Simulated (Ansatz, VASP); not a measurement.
**ZnS in VASP and in Ansatz**

```xyz
2
Lattice="0.0000 2.7036 2.7036 2.7036 0.0000 2.7036 2.7036 2.7036 0.0000" Properties=species:S:1:pos:R:3 pbc="T T T"
Zn    0.0000    0.0000    0.0000
S     1.3518    1.3518    1.3518
```

Alike in both runs: task single point; functional PBEsol; k mesh 6 × 6 × 6; occupations gaussian, width 0.1 eV; no spin polarisation.

|  | VASP | Ansatz |
| --- | --- | --- |
| version | VASP 6.6.1 | Ansatz 0.2.0 |
| potentials or method | VASP PAW PBE potentials, release 64 (Zn, S), cutoff 500 eV | scalar-relativistic, plane waves, PAW |
| valence electrons in the cell | 18 | 18 |

Ansatz gave:

```
gap on the k mesh at the Fermi level (eV) : 1.96
least direct gap on the mesh (eV)         : 1.96
pressure (GPa)                            : -2.1
```

Task: What did VASP give for the same quantities?

Result: gap on the k mesh at the Fermi level (eV): 1.97; least direct gap on the mesh (eV): 1.97; pressure (GPa): -1.9.

VASP's potentials were made for PBE, not for PBEsol.
